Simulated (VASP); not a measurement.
# H6Pb (Fm-3m) in VASP: notebook

Runs on H6Pb. Level: PBE. Tasks: single point, relaxation of cell and atoms.

Program: VASP 6.6.1. These are calculated values, not measurements. Logs are shortened: lines on timing, memory, paths and dates and some standing lists are left out, and cuts for length are marked.

## Step 1: The cell of the first run

Symmetry: Fm-3m, No. 225, cubic system. The conventional cell has a = 6.169 Å, b = 6.169 Å, c = 6.169 Å, α = 90.00°, β = 90.00°, γ = 90.00°. H (site symmetry mmm) has 8 H at 2.18 Å and 2 Pb at 2.18 Å within 2.9 Å. Pb (site symmetry m-3m) has 12 H at 2.18 Å within 2.9 Å.

## Step 2: Single point, PBE

Input file INCAR:

```
PREC = Accurate
ENCUT = 500
EDIFF = 1E-6
ISMEAR = 0
SIGMA = 0.1
LREAL = False
LASPH = True
NELM = 120
ALGO = Normal
ISIF = 2
LWAVE = False
LCHARG = False
GGA = PE
NBANDS = 19
GGA_COMPAT = False
```

Input file KPOINTS:

```
regular mesh
0
Gamma
  6 6 6
```

Input file POSCAR:

```
H6Pb
1.0
    0.0000000000      3.0846706510      3.0846706510
    3.0846706510      0.0000000000      3.0846706510
    3.0846706510      3.0846706510      0.0000000000
H Pb
6 1
Direct
    0.5000000000      0.5000000000      0.0000000000
    0.5000000000      0.0000000000      0.5000000000
    0.0000000000      0.0000000000      0.5000000000
    0.0000000000      0.5000000000      0.0000000000
    0.0000000000      0.5000000000      0.5000000000
    0.5000000000      0.0000000000      0.0000000000
    0.0000000000      0.0000000000      0.0000000000
```

Potentials or basis: VASP PAW PBE potentials, release 64 (H, Pb_d).

The run is started by

```
> cat potpaw_PBE.64/H/POTCAR potpaw_PBE.64/Pb_d/POTCAR > POTCAR
> mpirun -np 1 vasp_std > vasp.out
```

OUTCAR:

```text
PREC = Accurate
   ENCUT = 500
   EDIFF = 1E-6
   ISMEAR = 0
   LREAL = False
   LASPH = True
   NELM = 120
   ISIF = 2
   GGA = PE

 ion  position               nearest neighbor table
   1  0.500  0.500  0.000-   7 2.18   7 2.18
   2  0.500  0.000  0.500-   7 2.18   7 2.18
   3  0.000  0.000  0.500-   7 2.18   7 2.18
   4  0.000  0.500  0.000-   7 2.18   7 2.18
   5  0.000  0.500  0.500-   7 2.18   7 2.18
   6  0.500  0.000  0.000-   7 2.18   7 2.18
   7  0.000  0.000  0.000-   3 2.18   4 2.18   6 2.18   2 2.18   3 2.18   5 2.18   1 2.18   4 2.18
                             5 2.18   1 2.18   2 2.18   6 2.18

  LATTYP: Found a face centered cubic cell.
 ALAT       =     6.1693413020

  Lattice vectors:

 A1 = (   0.0000000000,   3.0846706510,   3.0846706510)
 A2 = (   3.0846706510,   0.0000000000,   3.0846706510)
 A3 = (   3.0846706510,   3.0846706510,   0.0000000000)

Analysis of symmetry for initial positions (statically):
=====================================================================
 Subroutine PRICEL returns:
 Original cell was already a primitive cell.

 Routine SETGRP: Setting up the symmetry group for a
 face centered cubic supercell.

 Subroutine GETGRP returns: Found 48 space group operations
 (whereof 48 operations were pure point group operations)
 out of a pool of 48 trial point group operations.

The static configuration has the point symmetry O_h .

Analysis of symmetry for dynamics (positions and initial velocities):
=====================================================================
 Subroutine PRICEL returns:
 Original cell was already a primitive cell.

 Routine SETGRP: Setting up the symmetry group for a
 face centered cubic supercell.

 Subroutine GETGRP returns: Found 48 space group operations
 (whereof 48 operations were pure point group operations)
 out of a pool of 48 trial point group operations.

The dynamic configuration has the point symmetry O_h .

 Subroutine INISYM returns: Found 48 space group operations
 (whereof 48 operations are pure point group operations),
 and found     1 'primitive' translations

----------------------------------------------------------------------------------------

                                     Primitive cell

  volume of cell :      58.7025
[... 84 lines left out ...]
   ISPIN  =      1    spin polarized calculation?
   LNONCOLLINEAR =      F non collinear calculations
   LSORBIT =      F    spin-orbit coupling
   LASPH  =      T    aspherical Exc in radial PAW
   ENCUT  =  500.0 eV  36.75 Ry    6.06 a.u.   7.95  7.95  7.95*2*pi/ulx,y,z
   NELM   =    120;   NELMIN=  2; NELMDL= -5     # of ELM steps
   EDIFF  = 0.1E-05   stopping-criterion for ELM
   LREAL  =      F    real-space projection
[... 7 lines left out ...]
   TEBEG  =    0.0;   TEEND  =   0.0 temperature during run
   PSTRESS=    0.0 pullay stress
   NELECT =      20.0000    total number of electrons
   NUPDOWN=      -1.0000    fix difference up-down
   EMIN   =  10.00;   EMAX   =-10.00  energy-range for DOS
   EFERMI =   0.00;   METHOD = LEGACY
   ISMEAR =     0;   SIGMA  =   0.10  broadening in eV -4-tet -1-fermi 0-gaus
   EFERMI_NEDOS =   21; number of points for ismear=-14 and -15
   IALGO  =     38    algorithm
   IMIX   =      4    mixing-type and parameters
     AMIX     =   0.40;   BMIX     =  1.00
     AMIX_MAG =   1.60;   BMIX_MAG =  1.00
  volume/ion in A,a.u.               =       8.39        56.59
  Fermi-wavevector in a.u.,A,eV,Ry     =   1.143403  2.160719 17.787857  1.307371
  Thomas-Fermi vector in A             =   2.280098
   LORBIT       =      0    0 simple, 1 ext, 2 COOP (PROOUT), +10 PAW based schemes
   GGA     = PE    functional components
   LHFCALC =     F    Hartree Fock is set to
   AEXX    =    0.0000 exact exchange contribution
   IVDW    =     0    specifies the selected vdW correction
   LEPSILON=     F    determine dielectric tensor
   LRPA    =     F    only Hartree local field effects (RPA)
 non-spin polarized calculation
 Gauss-broadening in eV      SIGMA  =   0.10
  energy-cutoff  :      500.00
  volume of cell :       58.70
 maximum number of plane-waves:      1524
   NGX = 15   NGY = 15   NGZ = 15

 number of electron      19.9999996 magnetization

 Free energy of the ion-electron system (eV)
  ---------------------------------------------------
  ext. energy  EPLUGINS =         0.00000000
  ---------------------------------------------------
  free energy    TOTEN  =       -15.51514033 eV

  energy without entropy =      -15.49951335  energy(sigma->0) =      -15.50732684

 E-fermi :   3.1095     XC(G=0):  -9.4848

 val. band max:        3.1047209383   @ k =  -0.3333   0.1667   0.0000
 cond. band min:       3.1174953062   @ k =   0.3333   0.0000   0.0000
 fundamental gap:      0.0127743679
 Fermi energy:         3.1095181622

 k-point     1 :       0.0000    0.0000    0.0000
  band No.  band energies     occupation
      1     -13.7756      2.00000
      2     -13.7756      2.00000
      3     -13.7756      2.00000
      4     -13.6995      2.00000
      5     -13.6995      2.00000
      6      -8.8125      2.00000
[... 329 lines left out ...]
      6      -5.9284      2.00000
[... 11 lines left out ...]
     18      15.8077      0.00000
     19      16.6168      0.00000

------------------------ aborting loop because EDIFF is reached ----------------------------------------

  FORCE on cell =-STRESS in cart. coord.  units (eV):
  Direction    XX          YY          ZZ          XY          YZ          ZX
  --------------------------------------------------------------------------------------
  -------------------------------------------------------------------------------------
  Total       -0.0707139     -0.0707139     -0.0707139      0.0000000     -0.0000000     -0.0000000
  in kB       -1.9300070     -1.9300070     -1.9300070      0.0000000     -0.0000000     -0.0000000
  external PRESSURE =      -1.9300070 kB  Pullay stress =       0.0000000 kB

 VOLUME and BASIS-vectors are now :
 -----------------------------------------------------------------------------
  energy-cutoff  :      500.00
  volume of cell :       58.70
      direct lattice vectors                 reciprocal lattice vectors
     0.000000000  3.084670651  3.084670651    -0.162091859  0.162091859  0.162091859
     3.084670651  0.000000000  3.084670651     0.162091859 -0.162091859  0.162091859
     3.084670651  3.084670651  0.000000000     0.162091859  0.162091859 -0.162091859

 POSITION                                       TOTAL-FORCE (eV/Angst)
 -----------------------------------------------------------------------------------
      1.54234      1.54234      3.08467         0.000000      0.000000      0.000000
      1.54234      3.08467      1.54234         0.000000      0.000000      0.000000
      1.54234      1.54234      0.00000        -0.000000      0.000000      0.000000
      1.54234      0.00000      1.54234        -0.000000      0.000000     -0.000000
      3.08467      1.54234      1.54234         0.000000     -0.000000      0.000000
      0.00000      1.54234      1.54234        -0.000000     -0.000000     -0.000000
      0.00000      0.00000      0.00000        -0.000000      0.000000      0.000000
 -----------------------------------------------------------------------------------
    total drift:                                0.000000     -0.000000     -0.000000

  FREE ENERGIE OF THE ION-ELECTRON SYSTEM (eV)
  ---------------------------------------------------
  free  energy   TOTEN  =       -15.5151403268 eV

  energy  without entropy=      -15.4995133474  energy(sigma->0) =      -15.50732684
```

OSZICAR:

```text
N       E                     dE             d eps       ncg     rms          rms(c)
DAV:   1     0.140125777733E+03    0.14013E+03   -0.91146E+03   608   0.106E+03
DAV:   2    -0.611921462821E+01   -0.14624E+03   -0.14002E+03   636   0.282E+02
DAV:   3    -0.155993378421E+02   -0.94801E+01   -0.93756E+01   797   0.778E+01
DAV:   4    -0.158216652608E+02   -0.22233E+00   -0.22211E+00   710   0.121E+01
DAV:   5    -0.158292779948E+02   -0.76127E-02   -0.76122E-02   763   0.234E+00    0.307E+00
DAV:   6    -0.155435524828E+02    0.28573E+00   -0.38002E-01   898   0.862E+00    0.138E+00
DAV:   7    -0.155124723363E+02    0.31080E-01   -0.11461E-01   855   0.289E+00    0.382E-01
DAV:   8    -0.155142042396E+02   -0.17319E-02   -0.19267E-02   680   0.165E+00    0.104E-01
DAV:   9    -0.155150237306E+02   -0.81949E-03   -0.13113E-03   641   0.449E-01    0.272E-02
DAV:  10    -0.155151178736E+02   -0.94143E-04   -0.15203E-04   668   0.142E-01    0.124E-02
DAV:  11    -0.155151410360E+02   -0.23162E-04   -0.50147E-05   623   0.350E-02    0.356E-03
DAV:  12    -0.155151403268E+02    0.70911E-06   -0.32040E-06   683   0.239E-02
   1 F= -.15515140E+02 E0= -.15507327E+02  d E =-.156270E-01
```

It took 7.6 s on 1 thread of Intel Xeon 6975P-C (Granite Rapids), shared host; peak memory 0.17 GiB.

Results:

```
Free energy            : -15.5151 eV
Pressure               : -0.2 GPa
Band gap on the k mesh : zero (band 10 reaches 4.49 eV, above the bottom of band 11 at 2.86 eV)
```

Caveat: spin-orbit coupling is left out, which moves the levels of the heavy elements.

## Step 3: Single point, PBE

This run uses another cell than the first one, of 8.30 Å³/atom, 0.990 times its volume.

Input file INCAR:

```
SYSTEM = H6Pb
PREC = Accurate
ENCUT = 500
EDIFF = 1E-6
ISMEAR = 0
SIGMA = 0.1
LREAL = .FALSE.
LASPH = .TRUE.
NELM = 120
ALGO = Normal
ISIF = 2
LWAVE = .FALSE.
LCHARG = .FALSE.
GGA = PE
NBANDS = 19
GGA_COMPAT = .FALSE.
```

Input file KPOINTS:

```
regular mesh
0
G
  6 6 6
  0 0 0
```

Input file POSCAR:

```
H6Pb
1.0
    0.0000000000      3.0745046496      3.0745046496
    3.0745046496      0.0000000000      3.0745046496
    3.0745046496      3.0745046496      0.0000000000
H Pb
6 1
Direct
    0.5000000000      0.5000000000      1.0000000000
    0.5000000000      0.0000000000      0.5000000000
    0.0000000000      1.0000000000      0.5000000000
    0.0000000000      0.5000000000      1.0000000000
    0.0000000000      0.5000000000      0.5000000000
    0.5000000000      0.0000000000      1.0000000000
    0.0000000000      0.0000000000      0.0000000000
```

Potentials or basis: VASP PAW PBE potentials, release 64 (H, Pb_d).

The run is started by

```
> cat potpaw_PBE.64/H/POTCAR potpaw_PBE.64/Pb_d/POTCAR > POTCAR
> mpirun -np 1 vasp_std > vasp.out
```

Run time: 8.2 s. Hardware: 1 thread of Intel Xeon 6975P-C (Granite Rapids), shared host; peak memory 0.18 GiB.

The run converged. Its results:

* Free energy: -15.5143 eV
* Pressure: 0.3 GPa
* Band gap on the k mesh: zero (band 10 reaches 4.65 eV, above the bottom of band 11 at 2.95 eV)

Levels at points of the mesh, in eV from the Fermi level:
```
           k point  band 8  band 9  band 10  band 11  band 12  band 13
(0.00, 0.00, 0.00)   -1.05   -1.05     1.44     1.67     1.67     1.95
(0.50, 0.00, 0.00)   -2.16   -2.16    -0.25    -0.25    -0.23     5.95
(0.50, 0.50, 0.00)   -4.12   -4.12    -2.33     0.11     1.76     8.45
```

Caveat: spin-orbit coupling is left out, which moves the levels of the heavy elements.

(Continued in part 2 of 2.)
